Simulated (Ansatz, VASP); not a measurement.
**YN in VASP and in Ansatz**

Contents of POSCAR:

```
YN
1.0
    3.4485600000      0.0000000000      0.0000000000
    1.7242800000      2.9865405665      0.0000000000
    1.7242800000      0.9955135222      2.8157374491
Y N
1 1
Direct
    0.0000000000      0.0000000000      0.0000000000
    0.5000000000      0.5000000000      0.5000000000
```

The input INCAR.step1:

```
SYSTEM = YN
ALGO = Normal
EDIFF = 1E-5
ENCUT = 660
GGA = PE
GGA_COMPAT = .False.
ISMEAR = 0
LASPH = .True.
LCHARG = .False.
LREAL = .False.
LWAVE = .True.
NBANDS = 15
NELM = 120
PREC = Accurate
SIGMA = 0.01
```

Contents of INCAR.step2:

```
SYSTEM = YN
ALGO = Normal
EDIFF = 1E-6
ENCUT = 660
GGA_COMPAT = .False.
ISIF = 2
ISMEAR = 0
ISTART = 1
LASPH = .True.
LCHARG = .True.
LELF = .True.
LMIXTAU = .True.
LREAL = .False.
LVHAR = .True.
LWAVE = .False.
METAGGA = R2SCAN
NBANDS = 15
NELM = 120
PREC = Accurate
SIGMA = 0.01
```

The input KPOINTS:

```
k-points
0
Gamma
  6 6 6
  0 0 0
```

Input for Ansatz:

```yaml
crystal:
  lattice:
    a: 3.44856
    b: 3.44856
    c: 3.44856
    alpha: 60.0
    beta: 60.0
    gamma: 60.0
  atoms:
    - { symbol: "Y", position: [0.0, 0.0, 0.0] }
    - { symbol: "N", position: [0.5, 0.5, 0.5] }
kpoints:
  mp_grid:
    grid: [6, 6, 6]
hamiltonian:
  xc: r2scan
  pseudopotentials:
    kind: paw
scf:
  convergence:
    dr2_threshold: 1.0e-07
  occupations:
    method: fixed
output:
  eigenvalues: true
```

Alike in both runs: task single point; functional r2SCAN; k mesh 6 × 6 × 6; no spin polarisation.

|  | VASP | Ansatz |
| --- | --- | --- |
| version | VASP 6.6.1 | Ansatz 0.2.0 |
| potentials or method | VASP PAW PBE potentials, release 64 (Y_sv, N) | plane waves, PAW |
| plane-wave cutoff (eV) | 660 | 500 |
| occupations | gaussian, width 0.01 eV | fixed |
| valence electrons in the cell | 16 | 16 |

|  | VASP | Ansatz | Ansatz less VASP |
| --- | --- | --- | --- |
| gap on the k mesh at the Fermi level (eV) | 0.57 | 0.55 | -0.015 |

VASP's potentials were made for PBE, not for r2SCAN.
